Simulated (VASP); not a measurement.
The system is TaH5.

```xyz
6
Lattice="2.5252 1.4579 3.0258 -2.5252 1.4579 3.0258 0.0000 -2.9159 3.0258" Properties=species:S:1:pos:R:3 pbc="T T T"
Ta    0.0000    0.0000    6.3994
H     0.5914   -0.3414    3.3201
H     0.0000    0.6828    3.3201
H    -0.5914   -0.3414    3.3201
H     0.0000    0.0000    2.1913
H     0.0000    0.0000    1.1853
```

The cell was generated, and may not be a known phase.

```yaml
Program: VASP 6.6.1
Task: relaxation of cell and atoms
Functional: PBE
Potentials_or_basis: VASP PAW PBE potentials, release 64 (Ta_sv_GW, H)
Cutoff: 500 eV
k_mesh: 6 × 6 × 6
Occupations: gaussian, width 0.1 eV
Spin: no spin polarisation
```

At the start: pressure -13.7 GPa; volume 11.14 Å³/atom.

Question: Where does the relaxation end?

Answer: Over 52 steps the energy falls by 1003.6 meV/atom and the volume is 7.38 Å³/atom (-33.7 %); space group R3m (No. 160, to 0.1 Å) before and after.

The path:
```tsv
step	energy change (eV)	largest force (eV/Å)	pressure (GPa)	volume (Å³)
1	0.0000	4.0568	-13.67	66.84
3	-2.0957	5.9708	-5.94	57.18
5	-3.2394	3.1352	5.64	49.56
7	-3.3908	0.8486	-1.30	51.17
9	-3.4562	0.7145	-1.58	51.11
11	-4.0389	1.0511	-5.14	50.68
13	-2.8773	14.3907	21.61	42.05
15	-4.8501	6.1054	-1.44	45.99
17	-4.8822	6.2535	-0.06	45.32
19	-4.8926	6.2858	0.88	44.97
21	-4.9483	4.9950	1.29	44.94
23	-5.0670	4.1568	0.47	44.95
25	-5.4250	3.1678	-2.48	45.01
27	-5.6388	2.2301	-4.68	44.89
29	-5.9383	0.9182	-0.25	43.52
31	-5.9576	0.6129	0.31	43.36
33	-5.9770	0.3243	0.29	43.33
35	-5.9827	0.9432	0.81	43.49
37	-6.0088	0.1472	0.83	43.52
39	-6.0126	0.1288	0.48	43.80
41	-6.0156	0.1275	-0.18	44.34
43	-6.0174	0.0782	-0.42	44.47
45	-6.0180	0.0975	-0.04	44.37
47	-6.0189	0.0583	0.44	44.17
49	-6.0205	0.0991	0.16	44.23
51	-6.0210	0.1386	0.02	44.28
52	-6.0215	0.0216	0.06	44.30
```

Final structure:
```cif
data_structure
_symmetry_space_group_name_H-M 'P 1'
_symmetry_Int_Tables_number 1
_cell_length_a 3.5962
_cell_length_b 3.5962
_cell_length_c 3.5962
_cell_angle_alpha 99.588
_cell_angle_beta 99.588
_cell_angle_gamma 99.588
_cell_volume 44.30
loop_
_atom_site_label
_atom_site_type_symbol
_atom_site_fract_x
_atom_site_fract_y
_atom_site_fract_z
_atom_site_occupancy
Ta1 Ta 0.66889 0.66889 0.66889 1
H1 H 0.55605 0.13074 0.55605 1
H2 H 0.55605 0.55605 0.13074 1
H3 H 0.13074 0.55605 0.55605 1
H4 H 0.21249 0.21249 0.21249 1
H5 H 0.05003 0.05003 0.05003 1
```

Caveat: the volume moved by over 15 % at a fixed basis, so the end points are rough.
